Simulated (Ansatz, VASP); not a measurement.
## Ge: VASP beside Ansatz

```
CELL_PARAMETERS angstrom
3.99759 0.00000 0.00000
-1.99879 3.46201 0.00000
0.00000 0.00000 6.59938
ATOMIC_POSITIONS crystal
Ge 0.66667 0.33333 0.07048
Ge 0.33333 0.66667 0.56290
Ge 0.66667 0.33333 0.43710
Ge 0.33333 0.66667 0.93710
```

Alike in both runs: task single point; functional LDA; k mesh 12 × 12 × 6; occupations gaussian, width 0.05 eV; no spin polarisation.

|  | VASP | Ansatz |
| --- | --- | --- |
| version | VASP 6.6.1 | Ansatz 0.2.0 |
| potentials or method | VASP PAW LDA potentials, release 64 (Ge_d), cutoff 520 eV | scalar-relativistic, plane waves, PAW |
| valence electrons in the cell | 56 | 56 |

Ansatz gave:

* gap on the k mesh at the Fermi level (eV): none
* pressure (GPa): -2.0
* traceless stress, the component that is largest in VASP (GPa): 0.74
* rms of the force components (eV/Å): 0.223

**Question.** Which values does VASP return?

**Answer.** gap on the k mesh at the Fermi level (eV): none; pressure (GPa): -1.9; traceless stress, the component that is largest in VASP (GPa): 0.75; rms of the force components (eV/Å): 0.223.

LDA's correlation is that of Perdew and Zunger in VASP and of Perdew and Wang (1992) in Ansatz. Atom by atom the forces differ by 0.001 eV/Å (rms over components). A gap of «none» marks a metal or a gap that the smearing closes.
